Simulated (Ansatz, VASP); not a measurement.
## Cu: VASP beside Ansatz

Contents of INCAR:

```
PREC = Accurate ; ENCUT = 520
EDIFF = 1E-7 ; ISMEAR = 0
SIGMA = 0.15 ; LREAL = False
LASPH = True ; NELM = 100
ALGO = Fast ; ISIF = 2
LWAVE = False ; LCHARG = False
GGA = PS ; NBANDS = 18
```

File KPOINTS:

```
Automatic mesh
0
Gamma
  26 26 14
```

The input POSCAR:

```
Cu
1.0
   -1.4450917219      1.4450917219      1.3600072129
    1.4450917219     -1.4450917219      1.3600072129
    2.8901834438      2.8901834438      0.0000000000
Cu
2
Direct
    0.0000000000      0.0000000000      0.0183493573
    0.5000000000      0.5000000000      0.4816506427
```

Input for Ansatz:

```yaml
crystal:
  lattice:
    - [-1.4450917219, 1.4450917219, 1.3600072129]
    - [1.4450917219, -1.4450917219, 1.3600072129]
    - [2.8901834438, 2.8901834438, 0.0]
  atoms:
    - { symbol: Cu, position: [0.0, 0.0, 0.0183493573] }
    - { symbol: Cu, position: [0.5, 0.5, 0.4816506427] }
basis:
  ecutwfc: 420
kpoints:
  mp_grid: { grid: [26, 26, 14] }
hamiltonian:
  xc: pbesol
scf:
  occupations: { method: gaussian, width: 0.15 }
output:
  forces: true
  stress: true
  eigenvalues: true
```

Change from the starting cell: mode 6 (263.4 1/cm) frozen in, largest displacement +0.075 Å.

Alike in both runs: task single point; functional PBEsol; k mesh 26 × 26 × 14; occupations gaussian, width 0.15 eV; no spin polarisation.

```csv
,VASP,Ansatz
version,VASP 6.6.1,Ansatz 0.2.0
potentials or method,"VASP PAW PBE potentials, release 64 (Cu), cutoff 520 eV","scalar-relativistic, plane waves, PAW"
valence electrons in the cell,22,38
```

```tsv
	VASP	Ansatz	Ansatz less VASP
gap on the k mesh at the Fermi level (eV)	none	none	-
pressure (GPa)	3.4	2.6	-0.86
traceless stress, the component that is largest in VASP (GPa)	1.74	1.76	+0.018
rms of the force components (eV/Å)	0.735	0.731	-0.0042
```

VASP's potentials were made for PBE, not for PBEsol. Atom by atom the forces differ by 0.004 eV/Å (rms over components). A gap of «none» marks a metal or a gap that the smearing closes. VASP's potentials hold 22 valence electrons a cell and Ansatz's 38, so a difference there can come from the potentials and not from the codes.
